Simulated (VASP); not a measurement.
# Si4O in VASP: notebook

Runs on Si4O. Level: PBE+D3(BJ). Tasks: single point.

Program: VASP 6.6.1. These are calculated values, not measurements. Logs are shortened: lines on timing, memory, paths and dates and some standing lists are left out, and cuts for length are marked.

### Step 1. The cell of the first run

The cell holds a slab with vacuum, 5 atoms: a = 3.833 Å, b = 3.833 Å, c = 21.203 Å, α = 90.00°, β = 90.00°, γ = 90.00°.

### Step 2. Single point, PBE+D3(BJ), collinear spin, ferromagnetic start

The input, INCAR:

```
ALGO = Normal
DIPOL = 0.5 0.5 0.329
EDIFF = 1E-6
ENCUT = 520
GGA = PE
IDIPOL = 3
ISIF = 2
ISMEAR = 0
ISPIN = 2
IVDW = 12
LASPH = True
LCHARG = True
LDIPOL = True
LELF = True
LORBIT = 11
LREAL = False
LVACPOTAV = True
LVHAR = True
LWAVE = False
MAGMOM = 0 0 0 0 2
NBANDS = 23
NELM = 150
PREC = Accurate
SIGMA = 0.05
```

The input, KPOINTS:

```
k-points
0
Gamma
  7 7 1
```

The input, POSCAR:

```
Si4O
1.0
    3.8333442603      0.0000000000      0.0000000000
    0.0000000000      3.8333442603      0.0000000000
    0.0000000000      0.0000000000     21.2034818054
Si O
4 1
Direct
    0.0000000000      0.5000000000      0.1886482624
    0.0000000000      0.0000000000      0.2525666261
    0.5000000000      0.0000000000      0.3191936744
    0.5000000000      0.5000000000      0.3821769405
    0.5000000000      0.7500000000      0.5000821046
```

Potentials or basis: VASP PAW PBE potentials, release 64 (Si, O).

Launch:

```bash
$ cat potpaw_PBE.64/Si/POTCAR potpaw_PBE.64/O/POTCAR > POTCAR
$ mpirun -np 1 vasp_std > vasp.out
```

OUTCAR:

```text
EDIFF = 1E-6
   ENCUT = 520
   GGA = PE
   ISIF = 2
   ISMEAR = 0
   ISPIN = 2
   IVDW = 12
   LASPH = True
   LORBIT = 11
   LREAL = False
   NELM = 150
   PREC = Accurate
 IVDW          = 12

 ion  position               nearest neighbor table
   1  0.000  0.500  0.189-   2 2.35   2 2.35
   2  0.000  0.000  0.253-   1 2.35   1 2.35   3 2.38   3 2.38
   3  0.500  0.000  0.319-   4 2.34   4 2.34   2 2.38   2 2.38
   4  0.500  0.500  0.382-   3 2.34   3 2.34
   5  0.500  0.750  0.500-

  LATTYP: Found a simple tetragonal cell.
 ALAT       =     3.8333442603
 C/A-ratio  =     5.5313273125

  Lattice vectors:

 A1 = (   3.8333442603,   0.0000000000,   0.0000000000)
 A2 = (   0.0000000000,   3.8333442603,   0.0000000000)
 A3 = (   0.0000000000,   0.0000000000,  21.2034818054)

Analysis of symmetry for initial positions (statically):
=====================================================================
 Subroutine PRICEL returns:
 Original cell was already a primitive cell.

 Routine SETGRP: Setting up the symmetry group for a
 simple tetragonal supercell.

 Subroutine GETGRP returns: Found  2 space group operations
 (whereof  2 operations were pure point group operations)
 out of a pool of 16 trial point group operations.

The static configuration has the point symmetry C_1h.

Analysis of symmetry for dynamics (positions and initial velocities):
=====================================================================
 Subroutine PRICEL returns:
 Original cell was already a primitive cell.

 Routine SETGRP: Setting up the symmetry group for a
 simple tetragonal supercell.

 Subroutine GETGRP returns: Found  2 space group operations
 (whereof  2 operations were pure point group operations)
 out of a pool of 16 trial point group operations.

The dynamic configuration has the point symmetry C_1h.

Analysis of structural, dynamic, and magnetic symmetry:
=====================================================================
 Subroutine PRICEL returns:
 Original cell was already a primitive cell.

 Routine SETGRP: Setting up the symmetry group for a
 simple tetragonal supercell.

 Subroutine GETGRP returns: Found  2 space group operations
 (whereof  2 operations were pure point group operations)
 out of a pool of 16 trial point group operations.

The overall configuration has the point symmetry C_1h.

 Subroutine INISYM returns: Found  2 space group operations
 (whereof  2 operations are pure point group operations),
 and found     1 'primitive' translations

----------------------------------------------------------------------------------------

                                     Primitive cell

  volume of cell :     311.5752

  direct lattice vectors                    reciprocal lattice vectors
     3.833344260  0.000000000  0.000000000     0.260868822  0.000000000  0.000000000
     0.000000000  3.833344260  0.000000000     0.000000000  0.260868822  0.000000000
     0.000000000  0.000000000 21.203481805     0.000000000  0.000000000  0.047162066

  length of vectors
     3.833344260  3.833344260 21.203481805     0.260868822  0.260868822  0.047162066

  position of ions in fractional coordinates (direct lattice)
     0.000000000  0.500000000  0.188648262
     0.000000000  0.000000000  0.252566626
     0.500000000  0.000000000  0.319193674
     0.500000000  0.500000000  0.382176941
     0.500000000  0.750000000  0.500082105

  ion indices of the primitive-cell ions
   primitive index   ion index
                 1           1
                 2           2
                 3           3
                 4           4
                 5           5

----------------------------------------------------------------------------------------

 KPOINTS: k-points

Automatic generation of k-mesh.
[... 23 lines left out ...]
  0.000000  0.000000  0.000000      1.000000
  0.142857  0.000000  0.000000      2.000000
  0.000000  0.142857  0.000000      2.000000
  0.285714  0.000000  0.000000      2.000000
  0.000000  0.285714  0.000000      2.000000
  0.428571  0.000000  0.000000      2.000000
[... 8 lines left out ...]
 -0.285714  0.428571  0.000000      4.000000
  0.428571  0.428571  0.000000      4.000000
   k-points           NKPTS =     16   k-points in BZ     NKDIM =     16   number of bands    NBANDS=     23
   number of dos      NEDOS =    301   number of ions     NIONS =      5
   total plane-waves  NPLWV = 144000
   dimension x,y,z NGX =    30 NGY =   30 NGZ =  160
   dimension x,y,z NGXF=    60 NGYF=   60 NGZF=  320
   ions per type =               4   1
   NGX,Y,Z   is equivalent  to a cutoff of  13.01, 13.01, 12.54 a.u.
   NGXF,Y,Z  is equivalent  to a cutoff of  26.02, 26.02, 25.09 a.u.
 SYSTEM =  unknown system
   PREC   = accura    normal or accurate (medium, high low for compatibility)
   ISTART =      0    job   : 0-new  1-cont  2-samecut
   ICHARG =      2    charge: 1-file 2-atom 10-const
   ISPIN  =      2    spin polarized calculation?
   LNONCOLLINEAR =      F non collinear calculations
   LSORBIT =      F    spin-orbit coupling
   LASPH  =      T    aspherical Exc in radial PAW
   ENCUT  =  520.0 eV  38.22 Ry    6.18 a.u.   7.13  7.13 39.42*2*pi/ulx,y,z
   NELM   =    150;   NELMIN=  2; NELMDL= -5     # of ELM steps
   EDIFF  = 0.1E-05   stopping-criterion for ELM
   LREAL  =      F    real-space projection
   EDIFFG = 0.1E-04   stopping-criterion for IOM
   NSW    =      0    number of steps for IOM
   IBRION =     -1    ionic relax: 0-MD 1-quasi-New 2-CG
   NFREE  =      0    steps in history (QN), initial steepest desc. (CG)
   ISIF   =      2    stress and relaxation
   ISYM   =      2    0-nonsym 1-usesym 2-fastsym
   POTIM  = 0.5000    time-step for ionic-motion
   TEBEG  =    0.0;   TEEND  =   0.0 temperature during run
   PSTRESS=    0.0 pullay stress
   NELECT =      22.0000    total number of electrons
   NUPDOWN=      -1.0000    fix difference up-down
   EMIN   =  10.00;   EMAX   =-10.00  energy-range for DOS
   EFERMI =   0.00;   METHOD = LEGACY
   ISMEAR =     0;   SIGMA  =   0.05  broadening in eV -4-tet -1-fermi 0-gaus
   EFERMI_NEDOS =   21; number of points for ismear=-14 and -15
   IALGO  =     38    algorithm
   IMIX   =      4    mixing-type and parameters
     AMIX     =   0.40;   BMIX     =  1.00
     AMIX_MAG =   1.60;   BMIX_MAG =  1.00
  volume/ion in A,a.u.               =      62.32       420.52
  Fermi-wavevector in a.u.,A,eV,Ry     =   0.676646  1.278675  6.229423  0.457850
  Thomas-Fermi vector in A             =   1.754020
   LORBIT       =     11    0 simple, 1 ext, 2 COOP (PROOUT), +10 PAW based schemes
   GGA     = PE    functional components
   LHFCALC =     F    Hartree Fock is set to
   AEXX    =    0.0000 exact exchange contribution
   IVDW    =    12    specifies the selected vdW correction
   LEPSILON=     F    determine dielectric tensor
   LRPA    =     F    only Hartree local field effects (RPA)
 spin polarized calculation
 Gauss-broadening in eV      SIGMA  =   0.05
  energy-cutoff  :      520.00
  volume of cell :      311.58
 maximum number of plane-waves:      8422
 NGX is ok and might be reduce to    30
   NGX = 15   NGY = 15   NGZ = 79

 dipolmoment           0.000000      0.000000     -0.014002 electrons x Angstroem

 number of electron      22.0000001 magnetization       1.3844628

 dipolmoment           0.000000      0.000000      0.190323 electrons x Angstroem

 Free energy of the ion-electron system (eV)
  ---------------------------------------------------
  ext. energy  EPLUGINS =         0.00000000
  ---------------------------------------------------
  free energy    TOTEN  =       -20.79713866 eV

  energy without entropy =      -20.78957493  energy(sigma->0) =      -20.79335679

 E-fermi :  -3.0628     XC(G=0):  -3.7852

 val. band max:       -3.0636477514   @ k =   0.2857   0.2857   0.0000
 cond. band min:      -3.0564044649   @ k =   0.2857   0.2857   0.0000
 fundamental gap:      0.0072432865
 Fermi energy:        -3.0627805373

 spin component 1

 k-point     1 :       0.0000    0.0000    0.0000
  band No.  band energies     occupation
      1     -20.4297      1.00000
      2     -14.1136      1.00000
      3     -11.9450      1.00000
      4      -8.6131      1.00000
      5      -5.8153      1.00000
      6      -5.6531      1.00000
[... 405 lines left out ...]
     22       5.6567      0.00000
     23       6.0683      0.00000
 Fermi energy:        -3.0627805373

 spin component 2

 k-point     1 :       0.0000    0.0000    0.0000
  band No.  band energies     occupation
      1     -17.9441      1.00000
      2     -14.1315      1.00000
      3     -11.9666      1.00000
      4      -8.6394      1.00000
      5      -5.2422      1.00000
      6      -5.1042      1.00000
[... 405 lines left out ...]
     22       5.6406      0.00000
     23       6.0690      0.00000

------------------------ aborting loop because EDIFF is reached ----------------------------------------

 Edisp (eV)   -0.98791

 E8    (eV) :    -0.4211

  FORCE on cell =-STRESS in cart. coord.  units (eV):
  Direction    XX          YY          ZZ          XY          YZ          ZX
  --------------------------------------------------------------------------------------
  -------------------------------------------------------------------------------------
  Total      -4.40471    -1.34990    -5.20639     0.00000    -1.83872     0.00000
  in kB     -22.64981    -6.94142   -26.77224     0.00000    -9.45506     0.00000
  external pressure =      -18.79 kB  Pullay stress =        0.00 kB

 VOLUME and BASIS-vectors are now :
 -----------------------------------------------------------------------------
  energy-cutoff  :      520.00
  volume of cell :      311.58
      direct lattice vectors                 reciprocal lattice vectors
     3.833344260  0.000000000  0.000000000     0.260868822  0.000000000  0.000000000
     0.000000000  3.833344260  0.000000000     0.000000000  0.260868822  0.000000000
     0.000000000  0.000000000 21.203481805     0.000000000  0.000000000  0.047162066

 POSITION                                       TOTAL-FORCE (eV/Angst)
 -----------------------------------------------------------------------------------
      0.00000      1.91667      4.00000         0.000000      0.058298     -0.089771
      0.00000      0.00000      5.35529         0.000000      0.076722      0.236645
      1.91667      0.00000      6.76802         0.000000     -0.236431      0.206836
      1.91667      1.91667      8.10348         0.000000      0.783342      1.495197
      1.91667      2.87501     10.60348         0.000000     -0.681931     -1.848908
 -----------------------------------------------------------------------------------
    total drift:                                0.000000      0.000102      0.000008

  FREE ENERGIE OF THE ION-ELECTRON SYSTEM (eV)
  ---------------------------------------------------
  free  energy   TOTEN  =       -21.7850461437 eV

  energy  without entropy=      -21.7774824186  energy(sigma->0) =      -21.78126428

 vacuum level on the upper side and lower side of the slab         4.646         2.303

 total charge

# of ion       s       p       d       tot
------------------------------------------
    1        0.865   0.721   0.000   1.586
    2        0.776   0.891   0.000   1.667
    3        0.778   0.890   0.000   1.668
    4        0.843   0.692   0.000   1.535
    5        1.620   2.970   0.000   4.590
--------------------------------------------------
tot          4.882   6.164   0.000  11.046

 magnetization (x)

# of ion       s       p       d       tot
------------------------------------------
    1        0.002  -0.008   0.000  -0.006
    2        0.000  -0.008   0.000  -0.008
    3        0.003  -0.009   0.000  -0.006
    4        0.003  -0.035   0.000  -0.032
    5        0.011   1.205   0.000   1.216
--------------------------------------------------
tot          0.020   1.144   0.000   1.164
```

It took 8.1 min on 1 thread of AMD EPYC 9R45 (Zen 5), shared host; peak memory 0.56 GiB.

Results:

| Quantity | Value |
| --- | --- |
| Free energy | -21.7850 eV |
| Largest force | 1.971 eV/Å |
| Net moment | 1.38 μB per cell |
| Site moments | Si -0.01, -0.03 (each value once); O +1.22 μB |
| Valence electrons inside the program's atomic spheres | Si 1.59, 1.67, 1.53 (each value once); O 4.59 |
| Dispersion energy per atom | -0.198 eV |

Forces in eV/Å, atoms in the order of the input:
```
Si   0.000  0.058 -0.090
Si   0.000  0.077  0.237
Si   0.000 -0.236  0.207
Si   0.000  0.783  1.495
O    0.000 -0.682 -1.849
```

Levels at points of the mesh, in eV from the Fermi level:
Spin up:
```csv
k point,band 9,band 10,band 11,band 12,band 13,band 14
"(0.00, 0.00, 0.00)",-1.84,-1.16,-0.69,0.72,1.21,1.71
```
Spin down:
```tsv
k point	band 7	band 8	band 9	band 10	band 11	band 12	band 13	band 14
(0.00, 0.00, 0.00)	-1.86	-0.78	-0.45	0.13	0.36	0.91	1.24	1.70
```

(Continued in part 2 of 2.)
